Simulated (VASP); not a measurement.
# TiO2 (I4_1/amd) in VASP: single point with PBE+U

Aim: the single point of TiO2 with PBE+U.

All numbers are computed with VASP 6.6.1; they aren't measurements. Logs are shortened: lines on timing, memory, paths and dates and some standing lists are left out, and cuts for length are marked.

## Step 1: The cell of the first run

The structure is tetragonal, space group I4_1/amd (No. 141). Conventional cell: a = 3.785 Å, b = 3.785 Å, c = 9.514 Å, α = 90.00°, β = 90.00°, γ = 90.00°. Within 2.6 Å of Ti (site symmetry -4m2) lie 6 O at 1.94 to 1.97 Å. O (site symmetry 2mm) has 3 Ti at 1.94 to 1.97 Å and 2 O at 2.45 Å within 2.6 Å.

## Step 2: Single point, PBE+U, collinear spin

The input, INCAR:

```
SYSTEM = TiO2
PREC     = Accurate       ! precision mode
ENCUT    = 600            ! plane-wave cutoff, eV
EDIFF    = 1E-6           ! SCF threshold, eV
ISMEAR   = 0              ! smearing method
SIGMA    = 0.1            ! smearing width, eV
LREAL    = .FALSE.        ! projectors in reciprocal space
LASPH    = .TRUE.         ! aspherical terms in the spheres
NELM     = 200            ! most SCF steps
ALGO     = Normal         ! electronic algorithm
ISIF     = 2              ! what is computed and relaxed
LWAVE    = .FALSE.        ! write WAVECAR
LCHARG   = .FALSE.        ! write CHGCAR
ISPIN    = 2              ! spin polarisation
MAGMOM   = 1 1 0 0 0 0    ! initial moments
LORBIT   = 11             ! projections on sites
LMAXMIX  = 4              ! l up to which the mixer works
LDAU     = .TRUE.         ! DFT+U
LDAUTYPE = 2            
LDAUL    = 2 -1           ! shell
LDAUU    = 4 0            ! U, eV
LDAUJ    = 0 0          
LDAUPRINT= 1            
GGA      = PE             ! functional
NBANDS   = 37             ! bands
GGA_COMPAT= .FALSE.
```

The input, KPOINTS:

```
Automatic mesh
0
G
  6 6 6
  0 0 0
```

The input, POSCAR:

```
TiO2
1.0
   -1.8925000000      1.8925000000      4.7570000000
    1.8925000000     -1.8925000000      4.7570000000
    1.8925000000      1.8925000000     -4.7570000000
Ti O
2 4
Direct
    0.0000000000      0.0000000000      0.0000000000
    0.7500000000      0.2500000000      0.5000000000
    0.2066000000      0.2066000000      0.0000000000
    0.9566000000      0.4566000000      0.5000000000
    0.5434000000      0.0434000000      0.5000000000
    0.7934000000      0.7934000000      0.0000000000
```

Potentials or basis: VASP PAW PBE potentials, release 64 (Ti_sv, O).

Launch:

```
$ cat potpaw_PBE.64/Ti_sv/POTCAR potpaw_PBE.64/O/POTCAR > POTCAR
$ mpirun -np 1 vasp_std > vasp.out
```

OUTCAR:

```text
SYSTEM = TiO2
   PREC = Accurate
   ENCUT = 600
   EDIFF = 1E-6
   ISMEAR = 0
   LREAL = .FALSE.
   LASPH = .TRUE.
   NELM = 200
   ISIF = 2
   ISPIN = 2
   LORBIT = 11
   GGA = PE

 ion  position               nearest neighbor table
   1  0.000  0.000  0.000-   5 1.94   4 1.94   5 1.94   4 1.94   3 1.97   6 1.97
   2  0.750  0.250  0.500-   6 1.94   3 1.94   6 1.94   3 1.94   4 1.97   5 1.97
   3  0.207  0.207  0.000-   2 1.94   2 1.94   1 1.97
   4  0.957  0.457  0.500-   1 1.94   1 1.94   2 1.97
   5  0.543  0.043  0.500-   1 1.94   1 1.94   2 1.97
   6  0.793  0.793  0.000-   2 1.94   2 1.94   1 1.97

  LATTYP: Found a body centered tetragonal cell.
 ALAT       =     3.7850000000
 C/A-ratio  =     2.5136063408

  Lattice vectors:

 A1 = (  -1.8925000000,   1.8925000000,   4.7570000000)
 A2 = (   1.8925000000,  -1.8925000000,   4.7570000000)
 A3 = (   1.8925000000,   1.8925000000,  -4.7570000000)

Analysis of symmetry for initial positions (statically):
=====================================================================
 Subroutine PRICEL returns:
 Original cell was already a primitive cell.

 Routine SETGRP: Setting up the symmetry group for a
 body centered tetragonal supercell.

 Subroutine GETGRP returns: Found 16 space group operations
 (whereof  8 operations were pure point group operations)
 out of a pool of 16 trial point group operations.

The static configuration has the point symmetry D_2d.
 The point group associated with its full space group is D_4h.

Analysis of symmetry for dynamics (positions and initial velocities):
=====================================================================
 Subroutine PRICEL returns:
 Original cell was already a primitive cell.

 Routine SETGRP: Setting up the symmetry group for a
 body centered tetragonal supercell.

 Subroutine GETGRP returns: Found 16 space group operations
 (whereof  8 operations were pure point group operations)
 out of a pool of 16 trial point group operations.

The dynamic configuration has the point symmetry D_2d.
 The point group associated with its full space group is D_4h.

Analysis of structural, dynamic, and magnetic symmetry:
=====================================================================
 Subroutine PRICEL returns:
 Original cell was already a primitive cell.

 Routine SETGRP: Setting up the symmetry group for a
 body centered tetragonal supercell.

 Subroutine GETGRP returns: Found 16 space group operations
 (whereof  8 operations were pure point group operations)
 out of a pool of 16 trial point group operations.

The overall configuration has the point symmetry D_2d.
 The point group associated with its full space group is D_4h.

 Subroutine INISYM returns: Found 16 space group operations
 (whereof  8 operations are pure point group operations),
 and found     1 'primitive' translations

----------------------------------------------------------------------------------------

                                     Primitive cell

  volume of cell :      68.1499

  direct lattice vectors                    reciprocal lattice vectors
    -1.892500000  1.892500000  4.757000000     0.000000000  0.264200793  0.105108262
     1.892500000 -1.892500000  4.757000000     0.264200793  0.000000000  0.105108262
     1.892500000  1.892500000 -4.757000000     0.264200793  0.264200793  0.000000000

  length of vectors
     5.458219627  5.458219627  5.458219627     0.284341002  0.284341002  0.373636344

  position of ions in fractional coordinates (direct lattice)
     0.000000000  0.000000000  0.000000000
     0.750000000  0.250000000  0.500000000
     0.206600000  0.206600000  0.000000000
     0.956600000  0.456600000  0.500000000
     0.543400000  0.043400000  0.500000000
     0.793400000  0.793400000  0.000000000

  ion indices of the primitive-cell ions
   primitive index   ion index
                 1           1
                 2           2
                 3           3
                 4           4
[... 124 lines left out ...]

  0.1039  0.0000 -0.0000  0.0000  0.0000
  0.0000  0.1036 -0.0000 -0.0000  0.0000
 -0.0000 -0.0000  0.2581 -0.0000 -0.0000
  0.0000 -0.0000 -0.0000  0.1036  0.0000
  0.0000  0.0000 -0.0000  0.0000  0.2516

spin component  2

  0.1039  0.0000 -0.0000  0.0000  0.0000
  0.0000  0.1036 -0.0000 -0.0000  0.0000
 -0.0000 -0.0000  0.2581 -0.0000 -0.0000
  0.0000 -0.0000 -0.0000  0.1036  0.0000
  0.0000  0.0000 -0.0000  0.0000  0.2516

 occupancies and eigenvectors

  o =  0.1036  v =  0.0000  0.5719  0.0000 -0.8203 -0.0000  0.0000  0.0000  0.0000  0.0000  0.0000      0.0000  0.0000  0.0000  0.0000  0.0000  0.0000  0.0000  0.0000  0.0000  0.0000
  o =  0.1036  v =  0.0000 -0.8203 -0.0000 -0.5719  0.0000  0.0000  0.0000  0.0000  0.0000  0.0000      0.0000  0.0000  0.0000  0.0000  0.0000  0.0000  0.0000  0.0000  0.0000  0.0000
  o =  0.1036  v =  0.0000  0.0000  0.0000  0.0000  0.0000  0.0000  0.4463 -0.0000 -0.8949  0.0000      0.0000  0.0000  0.0000  0.0000  0.0000  0.0000  0.0000  0.0000  0.0000  0.0000
  o =  0.1036  v =  0.0000  0.0000  0.0000  0.0000  0.0000  0.0000 -0.8949 -0.0000 -0.4463  0.0000      0.0000  0.0000  0.0000  0.0000  0.0000  0.0000  0.0000  0.0000  0.0000  0.0000
  o =  0.1039  v =  1.0000  0.0000  0.0000  0.0000  0.0000  0.0000  0.0000  0.0000  0.0000  0.0000      0.0000  0.0000  0.0000  0.0000  0.0000  0.0000  0.0000  0.0000  0.0000  0.0000
  o =  0.1039  v =  0.0000  0.0000  0.0000  0.0000  0.0000  1.0000  0.0000  0.0000  0.0000  0.0000      0.0000  0.0000  0.0000  0.0000  0.0000  0.0000  0.0000  0.0000  0.0000  0.0000
  o =  0.2516  v =  0.0000 -0.0000  0.0000  0.0000  1.0000  0.0000  0.0000  0.0000  0.0000  0.0000      0.0000  0.0000  0.0000  0.0000  0.0000  0.0000  0.0000  0.0000  0.0000  0.0000
  o =  0.2516  v =  0.0000  0.0000  0.0000  0.0000  0.0000  0.0000  0.0000 -0.0000  0.0000  1.0000      0.0000  0.0000  0.0000  0.0000  0.0000  0.0000  0.0000  0.0000  0.0000  0.0000
  o =  0.2581  v =  0.0000 -0.0000  1.0000  0.0000 -0.0000  0.0000  0.0000  0.0000  0.0000  0.0000      0.0000  0.0000  0.0000  0.0000  0.0000  0.0000  0.0000  0.0000  0.0000  0.0000
  o =  0.2581  v =  0.0000  0.0000  0.0000  0.0000  0.0000  0.0000 -0.0000  1.0000  0.0000  0.0000      0.0000  0.0000  0.0000  0.0000  0.0000  0.0000  0.0000  0.0000  0.0000  0.0000

atom =   2  type =  1  l = 2

 onsite density matrix

spin component  1

  0.1039  0.0000 -0.0000  0.0000  0.0000
  0.0000  0.1036 -0.0000 -0.0000  0.0000
 -0.0000 -0.0000  0.2581 -0.0000 -0.0000
  0.0000 -0.0000 -0.0000  0.1036 -0.0000
  0.0000  0.0000 -0.0000 -0.0000  0.2516

spin component  2

  0.1039  0.0000 -0.0000  0.0000  0.0000
  0.0000  0.1036 -0.0000 -0.0000  0.0000
 -0.0000 -0.0000  0.2581 -0.0000 -0.0000
  0.0000 -0.0000 -0.0000  0.1036 -0.0000
  0.0000  0.0000 -0.0000 -0.0000  0.2516

 occupancies and eigenvectors

  o =  0.1036  v =  0.0000  0.2670  0.0000  0.9637 -0.0000  0.0000  0.0000  0.0000  0.0000  0.0000      0.0000  0.0000  0.0000  0.0000  0.0000  0.0000  0.0000  0.0000  0.0000  0.0000
  o =  0.1036  v =  0.0000  0.9637 -0.0000 -0.2670  0.0000  0.0000  0.0000  0.0000  0.0000  0.0000      0.0000  0.0000  0.0000  0.0000  0.0000  0.0000  0.0000  0.0000  0.0000  0.0000
  o =  0.1036  v =  0.0000  0.0000  0.0000  0.0000  0.0000  0.0000  0.6634  0.0000 -0.7483  0.0000      0.0000  0.0000  0.0000  0.0000  0.0000  0.0000  0.0000  0.0000  0.0000  0.0000
  o =  0.1036  v =  0.0000  0.0000  0.0000  0.0000  0.0000  0.0000 -0.7483 -0.0000 -0.6634 -0.0000      0.0000  0.0000  0.0000  0.0000  0.0000  0.0000  0.0000  0.0000  0.0000  0.0000
  o =  0.1039  v =  1.0000  0.0000  0.0000  0.0000  0.0000  0.0000  0.0000  0.0000  0.0000  0.0000      0.0000  0.0000  0.0000  0.0000  0.0000  0.0000  0.0000  0.0000  0.0000  0.0000
  o =  0.1039  v =  0.0000  0.0000  0.0000  0.0000  0.0000  1.0000  0.0000  0.0000  0.0000  0.0000      0.0000  0.0000  0.0000  0.0000  0.0000  0.0000  0.0000  0.0000  0.0000  0.0000
  o =  0.2516  v =  0.0000  0.0000  0.0000  0.0000  1.0000  0.0000  0.0000  0.0000  0.0000  0.0000      0.0000  0.0000  0.0000  0.0000  0.0000  0.0000  0.0000  0.0000  0.0000  0.0000
  o =  0.2516  v =  0.0000  0.0000  0.0000  0.0000  0.0000  0.0000 -0.0000  0.0000 -0.0000  1.0000      0.0000  0.0000  0.0000  0.0000  0.0000  0.0000  0.0000  0.0000  0.0000  0.0000
  o =  0.2581  v =  0.0000 -0.0000  1.0000 -0.0000 -0.0000  0.0000  0.0000  0.0000  0.0000  0.0000      0.0000  0.0000  0.0000  0.0000  0.0000  0.0000  0.0000  0.0000  0.0000  0.0000
  o =  0.2581  v =  0.0000  0.0000  0.0000  0.0000  0.0000  0.0000 -0.0000  1.0000 -0.0000 -0.0000      0.0000  0.0000  0.0000  0.0000  0.0000  0.0000  0.0000  0.0000  0.0000  0.0000

 number of electron      48.0000000 magnetization       0.0000078

 Free energy of the ion-electron system (eV)
  ---------------------------------------------------
  ext. energy  EPLUGINS =         0.00000000
  ---------------------------------------------------
  free energy    TOTEN  =       -48.34344095 eV

  energy without entropy =      -48.34344095  energy(sigma->0) =      -48.34344095

 E-fermi :   4.0867     XC(G=0): -10.7423

 val. band max:        3.5565152970   @ k =   0.5000   0.5000   0.0000
 cond. band min:       6.3419309520   @ k =   0.0000   0.0000   0.0000
 fundamental gap:      2.7854156550
 Fermi energy:         4.0867499563

 spin component 1

 k-point     1 :       0.0000    0.0000    0.0000
  band No.  band energies     occupation
      1     -53.7182      1.00000
      2     -53.6598      1.00000
      3     -30.1331      1.00000
      4     -29.8981      1.00000
      5     -29.8981      1.00000
      6     -29.8289      1.00000
[... 1865 lines left out ...]
     35      11.8716      0.00000
     36      14.7739      0.00000

 [... further k-points ...]

 [bands above 36 left out]

------------------------ aborting loop because EDIFF is reached ----------------------------------------

  FORCE on cell =-STRESS in cart. coord.  units (eV):
  Direction    XX          YY          ZZ          XY          YZ          ZX
  --------------------------------------------------------------------------------------
  -------------------------------------------------------------------------------------
  Total        5.5268262      5.5268262      6.7102642      0.0000000      0.0000000      0.0000000
  in kB      129.9335991    129.9335991    157.7557808      0.0000000      0.0000000      0.0000000
  external PRESSURE =     139.2076597 kB  Pullay stress =       0.0000000 kB

 VOLUME and BASIS-vectors are now :
 -----------------------------------------------------------------------------
  energy-cutoff  :      600.00
  volume of cell :       68.15
      direct lattice vectors                 reciprocal lattice vectors
    -1.892500000  1.892500000  4.757000000     0.000000000  0.264200793  0.105108262
     1.892500000 -1.892500000  4.757000000     0.264200793  0.000000000  0.105108262
     1.892500000  1.892500000 -4.757000000     0.264200793  0.264200793  0.000000000

 POSITION                                       TOTAL-FORCE (eV/Angst)
 -----------------------------------------------------------------------------------
      0.00000      0.00000      0.00000         0.000000      0.000000      0.000000
      0.00000      1.89250      2.37850         0.000000      0.000000      0.000000
      0.00000      0.00000      1.96559        -0.000000      0.000000      0.483825
      0.00000      1.89250      4.34409         0.000000     -0.000000      0.483825
      0.00000      1.89250      0.41291         0.000000     -0.000000     -0.483825
      0.00000      0.00000      7.54841        -0.000000      0.000000     -0.483825
 -----------------------------------------------------------------------------------
    total drift:                                0.000000      0.000000     -0.000000

  FREE ENERGIE OF THE ION-ELECTRON SYSTEM (eV)
  ---------------------------------------------------
  free  energy   TOTEN  =       -48.3434409454 eV

  energy  without entropy=      -48.3434409454  energy(sigma->0) =      -48.34344095

 total charge

# of ion       s       p       d       tot
------------------------------------------
    1        2.237   6.323   1.613  10.173
    2        2.237   6.323   1.613  10.173
    3        1.568   3.541   0.000   5.109
    4        1.568   3.541   0.000   5.109
    5        1.568   3.541   0.000   5.109
    6        1.568   3.541   0.000   5.109
--------------------------------------------------
tot         10.745  26.811   3.225  40.781

 magnetization (x)

# of ion       s       p       d       tot
------------------------------------------
    1       -0.000   0.000   0.000   0.000
    2       -0.000   0.000   0.000   0.000
    3       -0.000  -0.000   0.000  -0.000
    4       -0.000  -0.000   0.000  -0.000
    5       -0.000  -0.000   0.000  -0.000
    6       -0.000  -0.000   0.000  -0.000
--------------------------------------------------
tot         -0.000   0.000   0.000   0.000
```

Wall time 4.3 min (1 thread of Oxide Virtual Turin-like, shared host); peak memory 0.43 GiB.

What came out:

- Free energy: -48.3434 eV
- Pressure: 13.9 GPa
- Largest force: 0.484 eV/Å
- Band gap on the k mesh: 2.79 eV (least direct gap 3.08 eV)
- Net moment: 0.00 μB per cell
- Valence electrons inside the program's atomic spheres: Ti 10.17; O 5.11

Forces in eV/Å, atoms in the order of the input:
```
Ti   0.000  0.000  0.000
Ti   0.000  0.000  0.000
O    0.000  0.000  0.484
O    0.000  0.000  0.484
O    0.000  0.000 -0.484
O    0.000  0.000 -0.484
```

Stress tensor (GPa, compression positive):
```
12.99  0.00  0.00
 0.00 12.99  0.00
 0.00  0.00 15.78
```

Levels at points of the mesh, in eV from the valence-band top:
Spin up:
| k point | band 22 | band 23 | band 24 | band 25 | band 26 | band 27 |
| --- | --- | --- | --- | --- | --- | --- |
| (0.00, 0.00, 0.00) | -0.65 | -0.39 | -0.39 | 2.79 | 3.57 | 4.61 |
| (0.50, 0.00, 0.00) | -0.87 | -0.78 | -0.61 | 3.88 | 4.12 | 4.17 |
| (0.50, 0.50, 0.00) | -1.94 | 0.00 | 0.00 | 3.97 | 3.97 | 4.40 |
| (0.50, 0.50, 0.50) | -1.19 | -0.06 | -0.06 | 3.16 | 3.16 | 4.47 |
Spin down:
```tsv
k point	band 21	band 22	band 23	band 24	band 25	band 26	band 27	band 28
(0.00, 0.00, 0.00)	-0.65	-0.65	-0.39	-0.39	2.79	3.57	4.61	4.61
(0.50, 0.00, 0.00)	-1.79	-0.87	-0.78	-0.61	3.88	4.12	4.17	4.29
(0.50, 0.50, 0.00)	-1.94	-1.94	0.00	0.00	3.97	3.97	4.40	4.40
(0.50, 0.50, 0.50)	-1.19	-1.19	-0.06	-0.06	3.16	3.16	4.47	4.47
```

Eigenvalues of the final occupation matrices:
```csv
site,spin,trace,eigenvalues
site 1 d,1,0.82,0.10 0.10 0.10 0.25 0.26
site 1 d,2,0.82,0.10 0.10 0.10 0.25 0.26
site 2 d,1,0.82,0.10 0.10 0.10 0.25 0.26
site 2 d,2,0.82,0.10 0.10 0.10 0.25 0.26
```

Caveat: the cell stands under pressure. A k mesh can miss the band edges.
